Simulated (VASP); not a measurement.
# C (Fd-3m) in VASP: single point with PBE

Aim: the single point of C with PBE.

Program: VASP 6.6.1. These are calculated values, not measurements. Logs are shortened: lines on timing, memory, paths and dates and some standing lists are left out, and cuts for length are marked.

### Step 1. The cell of the first run

Symmetry: Fd-3m, No. 227, cubic system. The conventional cell has a = 3.572 Å, b = 3.572 Å, c = 3.572 Å, α = 90.00°, β = 90.00°, γ = 90.00°. Within 2.1 Å of C (site symmetry -43m) lie 4 C at 1.55 Å.

### Step 2. Single point, PBE

Contents of INCAR:

```
PREC     = Accurate       # precision mode
ENCUT    = 600            # plane-wave cutoff, eV
EDIFF    = 1E-6           # SCF threshold, eV
ISMEAR   = 0              # smearing method
SIGMA    = 0.02           # smearing width, eV
LREAL    = F              # projectors in reciprocal space
LASPH    = T              # aspherical terms in the spheres
NELM     = 120            # most SCF steps
ALGO     = Normal         # electronic algorithm
ISIF     = 2              # what is computed and relaxed
LWAVE    = F              # write WAVECAR
LCHARG   = T              # write CHGCAR
GGA      = PE             # functional
LELF     = T              # ELF
LVHAR    = T            
NBANDS   = 11             # bands
GGA_COMPAT= F
```

Contents of KPOINTS:

```
regular mesh
0
Gamma
  12 12 12
```

Contents of POSCAR:

```
C
1.0
    0.0000000000      1.7858137516      1.7858137516
    1.7858137516      0.0000000000      1.7858137516
    1.7858137516      1.7858137516      0.0000000000
C
2
Direct
    0.5000000000      0.5000000000      0.5000000000
    0.7500000000      0.7500000000      0.7500000000
```

Potentials or basis: VASP PAW PBE potentials, release 64 (C).

Launch:

```sh
$ cat potpaw_PBE.64/C/POTCAR > POTCAR
$ mpirun -np 1 vasp_std > vasp.out
```

OUTCAR:

```text
PREC = Accurate
   ENCUT = 600
   EDIFF = 1E-6
   ISMEAR = 0
   LREAL = F
   LASPH = T
   NELM = 120
   ISIF = 2
   GGA = PE

 ion  position               nearest neighbor table
   1  0.500  0.500  0.500-   2 1.55   2 1.55   2 1.55   2 1.55
   2  0.750  0.750  0.750-   1 1.55   1 1.55   1 1.55   1 1.55

  LATTYP: Found a face centered cubic cell.
 ALAT       =     3.5716275032

  Lattice vectors:

 A1 = (   0.0000000000,   1.7858137516,   1.7858137516)
 A2 = (   1.7858137516,   0.0000000000,   1.7858137516)
 A3 = (   1.7858137516,   1.7858137516,   0.0000000000)

Analysis of symmetry for initial positions (statically):
=====================================================================
 Subroutine PRICEL returns:
 Original cell was already a primitive cell.

 Routine SETGRP: Setting up the symmetry group for a
 face centered cubic supercell.

 Subroutine GETGRP returns: Found 48 space group operations
 (whereof 24 operations were pure point group operations)
 out of a pool of 48 trial point group operations.

The static configuration has the point symmetry T_d .
 The point group associated with its full space group is O_h .

Analysis of symmetry for dynamics (positions and initial velocities):
=====================================================================
 Subroutine PRICEL returns:
 Original cell was already a primitive cell.

 Routine SETGRP: Setting up the symmetry group for a
 face centered cubic supercell.

 Subroutine GETGRP returns: Found 48 space group operations
 (whereof 24 operations were pure point group operations)
 out of a pool of 48 trial point group operations.

The dynamic configuration has the point symmetry T_d .
 The point group associated with its full space group is O_h .

 Subroutine INISYM returns: Found 48 space group operations
 (whereof 24 operations are pure point group operations),
 and found     1 'primitive' translations

----------------------------------------------------------------------------------------

                                     Primitive cell

  volume of cell :      11.3904

  direct lattice vectors                    reciprocal lattice vectors
     0.000000000  1.785813752  1.785813752    -0.279984405  0.279984405  0.279984405
     1.785813752  0.000000000  1.785813752     0.279984405 -0.279984405  0.279984405
     1.785813752  1.785813752  0.000000000     0.279984405  0.279984405 -0.279984405

  length of vectors
     2.525522027  2.525522027  2.525522027     0.484947214  0.484947214  0.484947214

  position of ions in fractional coordinates (direct lattice)
     0.500000000  0.500000000  0.500000000
     0.750000000  0.750000000  0.750000000

  ion indices of the primitive-cell ions
   primitive index   ion index
                 1           1
                 2           2

----------------------------------------------------------------------------------------

 KPOINTS: regular mesh

Automatic generation of k-mesh.
 Grid dimensions read from file:
 generate k-points for:   12   12   12

 Generating k-lattice:

  Cartesian coordinates                     Fractional coordinates (reciprocal lattice)
    -0.023332034  0.023332034  0.023332034     0.083333333  0.000000000  0.000000000
     0.023332034 -0.023332034  0.023332034     0.000000000  0.083333333  0.000000000
     0.023332034  0.023332034 -0.023332034     0.000000000  0.000000000  0.083333333

  Length of vectors
     0.040412268  0.040412268  0.040412268

  Shift w.r.t. Gamma in fractional coordinates (k-lattice)
     0.000000000  0.000000000  0.000000000

 Subroutine IBZKPT returns following result:
 ===========================================

 Found     72 irreducible k-points:

 Following reciprocal coordinates:
            Coordinates               Weight
  0.000000  0.000000  0.000000      1.000000
  0.083333  0.000000  0.000000      8.000000
  0.166667  0.000000  0.000000      8.000000
  0.250000  0.000000  0.000000      8.000000
  0.333333  0.000000  0.000000      8.000000
  0.416667  0.000000  0.000000      8.000000
[... 16 lines left out ...]
  0.500000  0.166667  0.000000     24.000000
 -0.416667  0.166667  0.000000     24.000000
 [... further k-points ...]
   k-points           NKPTS =     72   k-points in BZ     NKDIM =     72   number of bands    NBANDS=     11
   number of dos      NEDOS =    301   number of ions     NIONS =      2
   total plane-waves  NPLWV =   8000
   dimension x,y,z NGX =    20 NGY =   20 NGZ =   20
   dimension x,y,z NGXF=    40 NGYF=   40 NGZF=   40
   ions per type =               2
   NGX,Y,Z   is equivalent  to a cutoff of  13.17, 13.17, 13.17 a.u.
   NGXF,Y,Z  is equivalent  to a cutoff of  26.33, 26.33, 26.33 a.u.
 SYSTEM =  unknown system
   PREC   = accura    normal or accurate (medium, high low for compatibility)
   ISTART =      0    job   : 0-new  1-cont  2-samecut
   ICHARG =      2    charge: 1-file 2-atom 10-const
   ISPIN  =      1    spin polarized calculation?
   LNONCOLLINEAR =      F non collinear calculations
   LSORBIT =      F    spin-orbit coupling
   LASPH  =      T    aspherical Exc in radial PAW
   ENCUT  =  600.0 eV  44.10 Ry    6.64 a.u.   5.04  5.04  5.04*2*pi/ulx,y,z
   NELM   =    120;   NELMIN=  2; NELMDL= -5     # of ELM steps
   EDIFF  = 0.1E-05   stopping-criterion for ELM
   LREAL  =      F    real-space projection
   EDIFFG = 0.1E-04   stopping-criterion for IOM
   NSW    =      0    number of steps for IOM
   IBRION =     -1    ionic relax: 0-MD 1-quasi-New 2-CG
   NFREE  =      0    steps in history (QN), initial steepest desc. (CG)
   ISIF   =      2    stress and relaxation
   ISYM   =      2    0-nonsym 1-usesym 2-fastsym
   POTIM  = 0.5000    time-step for ionic-motion
   TEBEG  =    0.0;   TEEND  =   0.0 temperature during run
   PSTRESS=    0.0 pullay stress
   NELECT =       8.0000    total number of electrons
   NUPDOWN=      -1.0000    fix difference up-down
   EMIN   =  10.00;   EMAX   =-10.00  energy-range for DOS
   EFERMI =   0.00;   METHOD = LEGACY
   ISMEAR =     0;   SIGMA  =   0.02  broadening in eV -4-tet -1-fermi 0-gaus
   EFERMI_NEDOS =   21; number of points for ismear=-14 and -15
   IALGO  =     38    algorithm
   IMIX   =      4    mixing-type and parameters
     AMIX     =   0.40;   BMIX     =  1.00
     AMIX_MAG =   1.60;   BMIX_MAG =  1.00
  volume/ion in A,a.u.               =       5.70        38.43
  Fermi-wavevector in a.u.,A,eV,Ry     =   1.455209  2.749946 28.812144  2.117633
  Thomas-Fermi vector in A             =   2.572270
   LORBIT       =      0    0 simple, 1 ext, 2 COOP (PROOUT), +10 PAW based schemes
   GGA     = PE    functional components
   LHFCALC =     F    Hartree Fock is set to
   AEXX    =    0.0000 exact exchange contribution
   IVDW    =     0    specifies the selected vdW correction
   LEPSILON=     F    determine dielectric tensor
   LRPA    =     F    only Hartree local field effects (RPA)
 non-spin polarized calculation
 Gauss-broadening in eV      SIGMA  =   0.02
  energy-cutoff  :      600.00
  volume of cell :       11.39
 maximum number of plane-waves:       392
   NGX =  9   NGY =  9   NGZ =  9

 number of electron       7.9999999 magnetization

 Free energy of the ion-electron system (eV)
  ---------------------------------------------------
  ext. energy  EPLUGINS =         0.00000000
  ---------------------------------------------------
  free energy    TOTEN  =       -18.19049240 eV

  energy without entropy =      -18.19049240  energy(sigma->0) =      -18.19049240

 E-fermi :   9.7724     XC(G=0): -13.2301

 val. band max:        9.6691739152   @ k =   0.0000   0.0000   0.0000
 cond. band min:      13.8133291924   @ k =   0.3333   0.3333   0.0000
 fundamental gap:      4.1441552772
 Fermi energy:         9.7724114520

 k-point     1 :       0.0000    0.0000    0.0000
  band No.  band energies     occupation
      1     -11.7521      2.00000
      2       9.6692      2.00000
      3       9.6692      2.00000
      4       9.6692      2.00000
      5      15.2481      0.00000
      6      15.2481      0.00000
      7      15.2481      0.00000
      8      22.9064      0.00000
      9      28.9117      0.00000
     10      36.1603      0.00000
     11      36.1603      0.00000

 k-point     2 :       0.0833    0.0000    0.0000
  band No.  band energies     occupation
      1     -11.5606      2.00000
      2       8.4471      2.00000
      3       9.3479      2.00000
      4       9.3479      2.00000
      5      15.6689      0.00000
      6      15.6689      0.00000
      7      15.9577      0.00000
      8      23.0740      0.00000
      9      29.2312      0.00000
     10      34.0424      0.00000
     11      34.0424      0.00000

 k-point     3 :       0.1667    0.0000    0.0000
  band No.  band energies     occupation
      1     -10.9876      2.00000
      2       5.9245      2.00000
      3       8.6504      2.00000
      4       8.6504      2.00000
      5      16.5841      0.00000
      6      16.5841      0.00000
      7      17.0364      0.00000
      8      23.5576      0.00000
      9      29.8997      0.00000
     10      32.4511      0.00000
     11      32.4511      0.00000
[... 267 lines left out ...]
 k-point    23 :       0.5000    0.1667    0.0000
  band No.  band energies     occupation
      1      -6.0195      2.00000
      2      -2.3065      2.00000
      3       4.6967      2.00000
      4       5.7191      2.00000
      5      16.7520      0.00000
      6      20.3607      0.00000
      7      20.8427      0.00000
      8      23.9136      0.00000
      9      29.7572      0.00000
     10      33.4053      0.00000
     11      36.2021      0.00000

 k-point    24 :      -0.4167    0.1667    0.0000
  band No.  band energies     occupation
      1      -5.5931      2.00000
      2      -2.8188      2.00000
      3       4.2124      2.00000
      4       6.0957      2.00000
      5      17.1879      0.00000
      6      19.8726      0.00000
      7      20.8207      0.00000
      8      25.0580      0.00000
      9      29.0669      0.00000
     10      33.8098      0.00000
     11      34.1576      0.00000

 [... further k-points ...]

------------------------ aborting loop because EDIFF is reached ----------------------------------------

  FORCE on cell =-STRESS in cart. coord.  units (eV):
  Direction    XX          YY          ZZ          XY          YZ          ZX
  --------------------------------------------------------------------------------------
  -------------------------------------------------------------------------------------
  Total       -0.0016430     -0.0016430     -0.0016430      0.0000000     -0.0000000     -0.0000000
  in kB       -0.2311060     -0.2311060     -0.2311060      0.0000000     -0.0000000     -0.0000000
  external PRESSURE =      -0.2311060 kB  Pullay stress =       0.0000000 kB

 VOLUME and BASIS-vectors are now :
 -----------------------------------------------------------------------------
  energy-cutoff  :      600.00
  volume of cell :       11.39
      direct lattice vectors                 reciprocal lattice vectors
     0.000000000  1.785813752  1.785813752    -0.279984405  0.279984405  0.279984405
     1.785813752  0.000000000  1.785813752     0.279984405 -0.279984405  0.279984405
     1.785813752  1.785813752  0.000000000     0.279984405  0.279984405 -0.279984405

 POSITION                                       TOTAL-FORCE (eV/Angst)
 -----------------------------------------------------------------------------------
      1.78581      1.78581      1.78581        -0.000000     -0.000000     -0.000000
      2.67872      2.67872      2.67872         0.000000      0.000000      0.000000
 -----------------------------------------------------------------------------------
    total drift:                                0.000000     -0.000000      0.000000

  FREE ENERGIE OF THE ION-ELECTRON SYSTEM (eV)
  ---------------------------------------------------
  free  energy   TOTEN  =       -18.1904923983 eV

  energy  without entropy=      -18.1904923983  energy(sigma->0) =      -18.19049240
```

Run time: 23 s. Hardware: 1 thread of Intel Xeon 8259CL, shared host; peak memory 0.12 GiB.

Results:

```yaml
Free_energy: -18.1905 eV
Pressure: 0.0 GPa
Band_gap_on_the_k_mesh: 4.14 eV, indirect (least direct gap 5.58 eV)
```

Levels at points of the mesh, in eV from the valence-band top:
```tsv
k point	band 2	band 3	band 4	band 5	band 6	band 7
(0.00, 0.00, 0.00)	0.00	0.00	0.00	5.58	5.58	5.58
(0.50, 0.00, 0.00)	-13.33	-2.79	-2.79	8.44	8.44	8.79
(0.50, 0.50, 0.00)	-12.74	-6.27	-6.27	4.75	4.75	16.74
```
